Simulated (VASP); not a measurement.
A run of VASP 6.6.1 is set up as follows.

INCAR

```
SYSTEM = Ge
PREC     = Accurate       ! precision mode
ENCUT    = 520            ! plane-wave cutoff, eV
EDIFF    = 1E-6           ! SCF threshold, eV
ISMEAR   = 0              ! smearing method
SIGMA    = 0.1            ! smearing width, eV
LREAL    = .False.        ! projectors in reciprocal space
LASPH    = .True.         ! aspherical terms in the spheres
NELM     = 60             ! most SCF steps
ALGO     = Fast           ! electronic algorithm
ISIF     = 2              ! what is computed and relaxed
LWAVE    = .False.        ! write WAVECAR
LCHARG   = .False.        ! write CHGCAR
GGA      = PE             ! functional
NBANDS   = 28             ! bands
```

File KPOINTS:

```
Automatic mesh
0
Gamma
  12 12 14
  0 0 0
```

POSCAR

```
Ge
1.0
    4.7981541932      0.0000000000      0.0000000000
   -2.3990770966      4.1553234226      0.0000000000
    0.0000000000      0.0000000000      2.9009276139
Ge
3
Direct
    0.0000000000      0.0000000000      0.0000000000
    0.3333333333      0.6666666667      0.5000000000
    0.6666666667      0.3333333333      0.5000000000
```

Potentials or basis: VASP PAW PBE potentials, release 64 (Ge_d).

The run is started by

```sh
$ cat potpaw_PBE.64/Ge_d/POTCAR > POTCAR
$ mpirun -np 1 vasp_std > vasp.out
```

Task: What does it give for the pressure?

Result: 0.1 GPa.

Task: What does it give for the band gap on the k mesh?

Result: Zero (band 21 reaches 8.78 eV, above the bottom of band 22 at 3.62 eV).
